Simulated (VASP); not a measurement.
Write the native input for VASP 6.6.1 that does the following.

| Item | Value |
| --- | --- |
| Task | single point |
| Functional | r2SCAN |
| Potentials or basis | VASP PAW PBE potentials, release 64 (Pb_d, O) |
| Cutoff | 520 eV |
| k mesh | 11 × 11 × 11 |
| Occupations | fermi-dirac, width 0.1 eV |
| Spin | no spin polarisation |
| Dipole correction | no |
| Further INCAR settings | ALGO = Normal; EDIFF = 1e-06; NBANDS = 17 |

The system is PbO (rock salt type).

```
Pb O
1.0
     0.00000    2.61550    2.61550
     2.61550    0.00000    2.61550
     2.61550    2.61550    0.00000
Pb O
1 1
Direct
  0.00000 0.00000 0.00000
  0.50000 0.50000 0.50000
```

These files were run (other wordings do the same):

POSCAR

```
PbO
1.0
    0.0000000000      2.6154957830      2.6154957830
    2.6154957830      0.0000000000      2.6154957830
    2.6154957830      2.6154957830      0.0000000000
Pb O
1 1
Direct
    0.0000000000      0.0000000000      0.0000000000
    0.5000000000      0.5000000000      0.5000000000
```

INCAR.step1

```
ALGO = Normal ; EDIFF = 1E-4
ENCUT = 520 ; GGA = PE
ISMEAR = -1 ; LASPH = True
LCHARG = False ; LREAL = False
LWAVE = True ; NBANDS = 17
NELM = 60 ; PREC = Accurate
SIGMA = 0.1
```

INCAR.step2

```
ALGO = Normal ; EDIFF = 1E-6
ENCUT = 520 ; ISIF = 2
ISMEAR = -1 ; ISTART = 1
LASPH = True ; LCHARG = False
LMIXTAU = True ; LREAL = False
LWAVE = False ; METAGGA = R2SCAN
NBANDS = 17 ; NELM = 60
PREC = Accurate ; SIGMA = 0.1
```

KPOINTS

```
k-points
0
Gamma
  11 11 11
```

Potentials or basis: VASP PAW PBE potentials, release 64 (Pb_d, O).

The run is started by

```console
$ cat potpaw_PBE.64/Pb_d/POTCAR potpaw_PBE.64/O/POTCAR > POTCAR
$ cp INCAR.step1 INCAR
$ mpirun -np 1 vasp_std > vasp.out
$ cp INCAR.step2 INCAR
$ mpirun -np 1 vasp_std > vasp.out
```

Results of the run:

```
Pressure               : -0.7 GPa
Band gap on the k mesh : 0.48 eV
```

Caveat: the PAW data sets were made with another functional, which shifts forces and pressure a little; spin-orbit coupling is left out, which moves the levels of the heavy elements; an odd mesh through Γ misses points on the zone boundary, where band edges can lie.

Wall time 56 s on 1 thread of Intel(R) Xeon(R) 6975P-C (Granite Rapids), on a shared host, peak memory 0.18 GiB.
